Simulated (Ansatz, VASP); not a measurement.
BaTiO3: VASP beside Ansatz

```
Ba Ti O
1.0
     3.94995    0.00000    0.00000
     0.00000    2.82895    2.83927
     0.00000   -2.82895    2.83927
Ba Ti O
1 1 3
Direct
  0.00000 0.00373 0.00373
  0.50000 0.51649 0.51649
  0.50000 0.98139 0.49031
  0.50000 0.49031 0.98139
  0.00000 0.48797 0.48797
```

Alike in both runs: task single point; functional PBEsol; k mesh 4 × 4 × 4; occupations gaussian, width 0.02 eV; no spin polarisation.

```csv
,VASP,Ansatz
version,VASP 6.6.1,Ansatz 0.2.0
potentials or method,"VASP PAW PBE potentials, release 64 (Ba_sv, Ti_sv, O_h), cutoff 1340 eV","scalar-relativistic, plane waves, PAW"
valence electrons in the cell,40,40
```

Ansatz gave:

| Quantity | Value |
| --- | --- |
| gap on the k mesh at the Fermi level (eV) | 2.15 |
| least direct gap on the mesh (eV) | 2.45 |
| pressure (GPa) | 0.0 |
| traceless stress, the component that is largest in VASP (GPa) | 0.01 |
| rms of the force components (eV/Å) | 0.023 |

Q: Which values does VASP return?

A: gap on the k mesh at the Fermi level (eV): 2.09; least direct gap on the mesh (eV): 2.44; pressure (GPa): 1.7; traceless stress, the component that is largest in VASP (GPa): -0.05; rms of the force components (eV/Å): 0.018.

VASP's potentials were made for PBE, not for PBEsol, and Ansatz warns of the same on its side. Atom by atom the forces differ by 0.015 eV/Å (rms over components).

Spin-orbit coupling is off throughout.
